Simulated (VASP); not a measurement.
# TaN (P-62m) in VASP: a series of runs

Aim: see how the results for TaN move with the level of theory and the settings. Levels: LDA, r2SCAN, PBE. Tasks: single point, relaxation of cell and atoms.

Everything below comes from runs of VASP 6.6.1. Logs are shortened: lines on timing, memory, paths and dates and some standing lists are left out, and cuts for length are marked.

**1. The cell of the first run**

It takes space group P-62m (No. 189, hexagonal). The conventional cell has a = 5.151 Å, b = 5.151 Å, c = 2.874 Å, α = 90.00°, β = 90.00°, γ = 120.00°. Ta (site symmetry -62m) has 3 N at 2.03 Å within 2.7 Å. Ta (site symmetry -6) has 6 N at 2.14 Å and 5 Ta at 2.87 to 2.97 Å within 3.0 Å. N (site symmetry m2m) has 5 Ta at 2.03 to 2.14 Å and 6 N at 2.75 to 2.87 Å within 2.9 Å.

**2. Single point, LDA**

Contents of INCAR:

```
SYSTEM = TaN
PREC = Accurate ; ENCUT = 520
EDIFF = 1E-6 ; ISMEAR = -1
SIGMA = 0.05 ; LREAL = .FALSE.
LASPH = .TRUE. ; NELM = 60
ALGO = Normal ; ISIF = 2
LWAVE = .FALSE. ; LCHARG = .TRUE.
LELF = .TRUE. ; LVHAR = .TRUE.
NBANDS = 33
```

Contents of KPOINTS:

```
Automatic mesh
0
G
  6 6 9
  0 0 0
```

Contents of POSCAR:

```
TaN
1.0
    5.1507094246      0.0000000000      0.0000000000
   -2.5753547123      4.4606452092      0.0000000000
    0.0000000000      0.0000000000      2.8738980045
Ta N
3 3
Direct
    0.0000000000      0.0000000000      0.0000000000
    0.6666666667      0.3333333333      0.5000000000
    0.3333333333      0.6666666667      0.5000000000
    0.0000000000      0.3933415986      0.0000000000
    0.6066584014      0.6066584014      0.0000000000
    0.3933415986      0.0000000000      0.0000000000
```

Potentials or basis: VASP PAW LDA potentials, release 64 (Ta_pv, N).

Run with:

```bash
$ cat potpaw_LDA.64/Ta_pv/POTCAR potpaw_LDA.64/N/POTCAR > POTCAR
$ mpirun -np 1 vasp_std > vasp.out
```

OUTCAR:

```text
SYSTEM = TaN
   PREC = Accurate
   ENCUT = 520
   EDIFF = 1E-6
   ISMEAR = -1
   LREAL = .FALSE.
   LASPH = .TRUE.
   NELM = 60
   ISIF = 2

 ion  position               nearest neighbor table
   1  0.000  0.000  0.000-   4 2.03   5 2.03   6 2.03   3 3.30   2 3.30   2 3.30   3 3.30   3 3.30
                             3 3.30   2 3.30   2 3.30   2 3.30   2 3.30   3 3.30   3 3.30
   2  0.667  0.333  0.500-   4 2.14   4 2.14   6 2.14   6 2.14   5 2.14   5 2.14   3 2.97   3 2.97
                             3 2.97   1 3.30   1 3.30   1 3.30   1 3.30   1 3.30   1 3.30
   3  0.333  0.667  0.500-   6 2.14   6 2.14   4 2.14   4 2.14   5 2.14   5 2.14   2 2.97   2 2.97
                             2 2.97   1 3.30   1 3.30   1 3.30   1 3.30   1 3.30   1 3.30
   4  0.000  0.393  0.000-   1 2.03   2 2.14   2 2.14   3 2.14   3 2.14
   5  0.607  0.607  0.000-   1 2.03   2 2.14   2 2.14   3 2.14   3 2.14
   6  0.393  0.000  0.000-   1 2.03   3 2.14   3 2.14   2 2.14   2 2.14

  LATTYP: Found a hexagonal cell.
 ALAT       =     5.1507094246
 C/A-ratio  =     0.5579615870

  Lattice vectors:

 A1 = (   5.1507094246,   0.0000000000,   0.0000000000)
 A2 = (  -2.5753547123,   4.4606452092,   0.0000000000)
 A3 = (   0.0000000000,   0.0000000000,   2.8738980045)

Analysis of symmetry for initial positions (statically):
=====================================================================
 Subroutine PRICEL returns:
 Original cell was already a primitive cell.

 Routine SETGRP: Setting up the symmetry group for a
 hexagonal supercell.

 Subroutine GETGRP returns: Found 12 space group operations
 (whereof 12 operations were pure point group operations)
 out of a pool of 24 trial point group operations.

The static configuration has the point symmetry D_3h.

Analysis of symmetry for dynamics (positions and initial velocities):
=====================================================================
 Subroutine PRICEL returns:
 Original cell was already a primitive cell.

 Routine SETGRP: Setting up the symmetry group for a
 hexagonal supercell.

 Subroutine GETGRP returns: Found 12 space group operations
 (whereof 12 operations were pure point group operations)
 out of a pool of 24 trial point group operations.

The dynamic configuration has the point symmetry D_3h.

 Subroutine INISYM returns: Found 12 space group operations
 (whereof 12 operations are pure point group operations),
 and found     1 'primitive' translations

----------------------------------------------------------------------------------------

                                     Primitive cell

[... 104 lines left out ...]
   ISIF   =      2    stress and relaxation
   ISYM   =      2    0-nonsym 1-usesym 2-fastsym
   POTIM  = 0.5000    time-step for ionic-motion
   TEBEG  =    0.0;   TEEND  =   0.0 temperature during run
   PSTRESS=    0.0 pullay stress
   NELECT =      48.0000    total number of electrons
   NUPDOWN=      -1.0000    fix difference up-down
   EMIN   =  10.00;   EMAX   =-10.00  energy-range for DOS
   EFERMI =   0.00;   METHOD = LEGACY
   ISMEAR =    -1;   SIGMA  =   0.05  broadening in eV -4-tet -1-fermi 0-gaus
   EFERMI_NEDOS =   21; number of points for ismear=-14 and -15
   IALGO  =     38    algorithm
   IMIX   =      4    mixing-type and parameters
     AMIX     =   0.40;   BMIX     =  1.00
     AMIX_MAG =   1.60;   BMIX_MAG =  1.00
  volume/ion in A,a.u.               =      11.00        74.26
  Fermi-wavevector in a.u.,A,eV,Ry     =   1.472007  2.781690 29.481167  2.166805
  Thomas-Fermi vector in A             =   2.587074
   LORBIT       =      0    0 simple, 1 ext, 2 COOP (PROOUT), +10 PAW based schemes
   GGA     = CA    functional components
   LHFCALC =     F    Hartree Fock is set to
   AEXX    =    0.0000 exact exchange contribution
   IVDW    =     0    specifies the selected vdW correction
   LEPSILON=     F    determine dielectric tensor
   LRPA    =     F    only Hartree local field effects (RPA)
 non-spin polarized calculation
  energy-cutoff  :      520.00
  volume of cell :       66.03
 maximum number of plane-waves:      1799
 NGX is ok and might be reduce to    40
   NGX = 19   NGY = 19   NGZ = 11

 number of electron      47.9999997 magnetization

 Free energy of the ion-electron system (eV)
  ---------------------------------------------------
  ext. energy  EPLUGINS =         0.00000000
  ---------------------------------------------------
  free energy    TOTEN  =       -74.13575460 eV

  energy without entropy =      -74.12901340  energy(sigma->0) =      -74.13238400

 E-fermi :   8.5262     XC(G=0): -13.4031

 val. band max:        8.5198949895   @ k =   0.1667   0.0000   0.2222
 cond. band min:       8.5516160128   @ k =   0.1667   0.0000   0.3333
 fundamental gap:      0.0317210233
 Fermi energy:         8.5261658470

 k-point     1 :       0.0000    0.0000    0.0000
  band No.  band energies     occupation
      1     -27.5105      2.00000
      2     -27.5105      2.00000
      3     -27.1272      2.00000
      4     -27.1272      2.00000
      5     -26.9135      2.00000
      6     -26.7902      2.00000
[... 853 lines left out ...]
     32      12.3795      0.00000
     33      13.8005      0.00000

 [... further k-points ...]

------------------------ aborting loop because EDIFF is reached ----------------------------------------

  FORCE on cell =-STRESS in cart. coord.  units (eV):
  Direction    XX          YY          ZZ          XY          YZ          ZX
  --------------------------------------------------------------------------------------
  -------------------------------------------------------------------------------------
  Total        0.7820941      0.7820941      0.7661349      0.0000000      0.0000000      0.0000000
  in kB       18.9772595     18.9772595     18.5900154      0.0000000      0.0000000      0.0000000
  external PRESSURE =      18.8481782 kB  Pullay stress =       0.0000000 kB

 VOLUME and BASIS-vectors are now :
 -----------------------------------------------------------------------------
  energy-cutoff  :      520.00
  volume of cell :       66.03
      direct lattice vectors                 reciprocal lattice vectors
     5.150709425  0.000000000  0.000000000     0.194148013  0.112091408  0.000000000
    -2.575354712  4.460645209  0.000000000     0.000000000  0.224182815  0.000000000
     0.000000000  0.000000000  2.873898004     0.000000000  0.000000000  0.347959461

 POSITION                                       TOTAL-FORCE (eV/Angst)
 -----------------------------------------------------------------------------------
      0.00000      0.00000      0.00000        -0.000000     -0.000000      0.000000
      2.57535      1.48688      1.43695         0.000000     -0.000000      0.000000
     -0.00000      2.97376      1.43695        -0.000000     -0.000000      0.000000
     -1.01299      1.75456      0.00000        -0.009551      0.016544      0.000000
      1.56236      2.70609      0.00000        -0.009551     -0.016544     -0.000000
      2.02599      0.00000      0.00000         0.019103      0.000000     -0.000000
 -----------------------------------------------------------------------------------
    total drift:                               -0.000002     -0.000003      0.000000

  FREE ENERGIE OF THE ION-ELECTRON SYSTEM (eV)
  ---------------------------------------------------
  free  energy   TOTEN  =       -74.1357546007 eV

  energy  without entropy=      -74.1290134041  energy(sigma->0) =      -74.13238400
```

OSZICAR:

```text
N       E                     dE             d eps       ncg     rms          rms(c)
DAV:   1     0.440852716287E+03    0.44085E+03   -0.26072E+04  2310   0.154E+03
DAV:   2    -0.556903641825E+02   -0.49654E+03   -0.47360E+03  2691   0.445E+02
DAV:   3    -0.835026978417E+02   -0.27812E+02   -0.27380E+02  2846   0.102E+02
DAV:   4    -0.840106339575E+02   -0.50794E+00   -0.50521E+00  2891   0.134E+01
DAV:   5    -0.840216614502E+02   -0.11027E-01   -0.11013E-01  3011   0.157E+00    0.460E+01
DAV:   6    -0.744990245085E+02    0.95226E+01   -0.47933E+01  2758   0.372E+01    0.195E+01
DAV:   7    -0.742326611936E+02    0.26636E+00   -0.24786E+00  2815   0.824E+00    0.110E+01
DAV:   8    -0.741500110930E+02    0.82650E-01   -0.32020E-01  2837   0.352E+00    0.849E-01
DAV:   9    -0.741367480139E+02    0.13263E-01   -0.34631E-02  3003   0.146E+00    0.350E-01
DAV:  10    -0.741359885362E+02    0.75948E-03   -0.87754E-03  2705   0.469E-01    0.162E-01
DAV:  11    -0.741357935200E+02    0.19502E-03   -0.16082E-03  2919   0.259E-01    0.478E-02
DAV:  12    -0.741357538703E+02    0.39650E-04   -0.20162E-04  2816   0.770E-02    0.150E-02
DAV:  13    -0.741357546007E+02   -0.73037E-06   -0.83818E-06  2496   0.174E-02
   1 F= -.74135755E+02 E0= -.74132384E+02  d E =-.674120E-02
```

stdout:

```text
POSCAR found type information on POSCAR TaN
 POSCAR found :  2 types and       6 ions
 scaLAPACK will be used
 LDA part: xc-table for (Slater(with rela. corr.)+CA(PZ))
 , standard interpolation
 POSCAR, INCAR and KPOINTS ok, starting setup
 FFT: planning ... GRIDC
 FFT: planning ... GRID_SOFT
 FFT: planning ... GRID
 WAVECAR not read
 entering main loop
```

It took 62 s on 1 thread of Intel Xeon 6975P-C, shared host; peak memory 0.2 GiB.

What came out:

```
Free energy            : -74.1358 eV
Pressure               : 1.9 GPa
Largest force          : 0.019 eV/Å
Band gap on the k mesh : zero (bands 24 and 25 overlap by 3.28 eV)
```

Forces in eV/Å, atoms in the order of the input:
```
Ta   0.000  0.000  0.000
Ta   0.000  0.000  0.000
Ta   0.000  0.000  0.000
N   -0.010  0.017  0.000
N   -0.010 -0.017  0.000
N    0.019  0.000  0.000
```

Caveat: spin-orbit coupling is left out, which moves the levels of the heavy elements.

**3. Single point, LDA**

This run uses another cell than the first one, of 11.34 Å³/atom.

Contents of INCAR:

```
PREC     = Accurate       # precision mode
ENCUT    = 520            # plane-wave cutoff, eV
EDIFF    = 1E-7           # SCF threshold, eV
ISMEAR   = -1             # smearing method
SIGMA    = 0.05           # smearing width, eV
LREAL    = F              # projectors in reciprocal space
LASPH    = T              # aspherical terms in the spheres
NELM     = 80             # most SCF steps
ALGO     = Normal         # electronic algorithm
ISIF     = 2              # what is computed and relaxed
LWAVE    = F              # write WAVECAR
LCHARG   = F              # write CHGCAR
GGA      = CA             # functional
NBANDS   = 33             # bands
```

Contents of KPOINTS:

```
regular mesh
0
Gamma
  6 6 9
```

Contents of POSCAR:

```
TaN
1.0
    5.1960000000      0.0000000000      0.0000000000
   -2.5980000000      4.4998679981      0.0000000000
    0.0000000000      0.0000000000      2.9110000000
Ta N
3 3
Direct
    0.0000000000      0.0000000000      0.0000000000
    0.6666666667      0.3333333333      0.5000000000
    0.3333333333      0.6666666667      0.5000000000
    0.0000000000      0.3928500000      0.0000000000
    0.6071500000      0.6071500000      0.0000000000
    0.3928500000      0.0000000000      0.0000000000
```

Potentials or basis: VASP PAW LDA potentials, release 64 (Ta_pv, N).

Run with:

```bash
$ cat potpaw_LDA.64/Ta_pv/POTCAR potpaw_LDA.64/N/POTCAR > POTCAR
$ mpirun -np 1 vasp_std > vasp.out
```

Wall time 72 s (1 thread of Intel Xeon 6975P-C, shared host); peak memory 0.2 GiB.

Results (log left out):

- Free energy: -74.0932 eV
- Pressure: -8.3 GPa
- Largest force: 0.033 eV/Å
- Band gap on the k mesh: zero (bands 24 and 25 overlap by 3.10 eV)

Forces in eV/Å, atoms in the order of the input:
```
Ta   0.000  0.000  0.000
Ta   0.000  0.000  0.000
Ta   0.000  0.000  0.000
N    0.016 -0.028  0.000
N    0.016  0.028  0.000
N   -0.033  0.000  0.000
```

Stress tensor (GPa, compression positive):
```
 -7.43   0.00   0.00
  0.00  -7.43   0.00
  0.00   0.00 -10.11
```

Levels at points of the mesh, in eV from the Fermi level:
| k point | band 21 | band 22 | band 23 | band 24 | band 25 | band 26 | band 27 | band 28 |
| --- | --- | --- | --- | --- | --- | --- | --- | --- |
| (0.00, 0.00, 0.00) | -4.20 | -3.28 | -1.90 | -0.91 | -0.91 | 0.54 | 0.54 | 1.83 |
| (0.50, 0.00, 0.00) | -3.86 | -3.82 | -2.80 | -2.62 | 1.21 | 1.76 | 1.91 | 2.37 |

Caveat: the cell stands under tension; spin-orbit coupling is left out, which moves the levels of the heavy elements.

(Continued in part 2 of 2.)

The gap in the log of VASP goes by the Fermi energy; the results here count the filled bands.